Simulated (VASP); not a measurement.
Runs of VASP 6.6.1 on Ir. The structure is that of space group Fm-3m (No. 225), or close to it. The cells are those of the table. 

| task | cell | k mesh | cutoff (eV) | gap on the mesh (eV) | pressure (GPa) |
| --- | --- | --- | --- | --- | --- |
| relaxation of cell and atoms | relaxed to -1 GPa from a = 2.717 Å, angles 60.0°, 1 atom | 18 × 18 × 18 | 600 | none | -1.0 |
| single point | a = 2.706 Å, angles 60.0°, 1 atom | 18 × 18 × 18 | 520 | none | 1.8 |
| single point | a = 2.708 Å, angles 60.0°, 1 atom | 18 × 18 × 18 | 520 | none | (a) |
| single point | a = 2.699 Å, angles 60.0°, 1 atom | 18 × 18 × 18 | 520 | none | (b) |
| relaxation of cell and atoms | relaxed to 12 GPa from a = 2.682 Å, angles 60.0°, 1 atom | 18 × 18 × 18 | 600 | none | 12.0 |
| single point | a = 2.725 Å, angles 60.0°, 1 atom | 8 × 8 × 8 | 500 | none | -4.6 |
| single point | a = 2.682 Å, angles 60.0°, 1 atom | 18 × 18 × 18 | 520 | none | 13.2 |
| relaxation of cell and atoms | relaxed to 90 GPa from a = 2.565 Å, angles 60.0°, 1 atom | 20 × 20 × 20 | 600 | none | 90.0 |
| relaxation of cell and atoms | relaxed from a = 2.725 Å, angles 60.0°, 1 atom | 18 × 18 × 18 | 600 | none | 0.0 |
| single point | a = 2.711 Å, angles 60.0°, 1 atom | 18 × 18 × 18 | 520 | none | -0.2 |
| relaxation of cell and atoms | relaxed to 25 GPa from a = 2.657 Å, angles 60.0°, 1 atom | 18 × 18 × 18 | 600 | none | 25.0 |

Alike in all rows: level PBEsol; potentials or basis VASP PAW PBE potentials, release 64 (Ir); no spin polarisation; smearing gaussian 0.1 eV.

Question: Estimate the missing entries.

Answer: (a) 1.0; (b) 4.9.

Caveats: the PAW data sets were made with another functional, which shifts forces and pressure a little; spin-orbit coupling is left out, which moves the levels of the heavy elements; the cell is relaxed towards a set pressure, so the enthalpy falls and the energy may rise (some runs).

A k mesh can miss the band edges, and the runs leave out spin-orbit coupling on Ir.

A gap of «none» marks levels without a gap at the run's occupations.
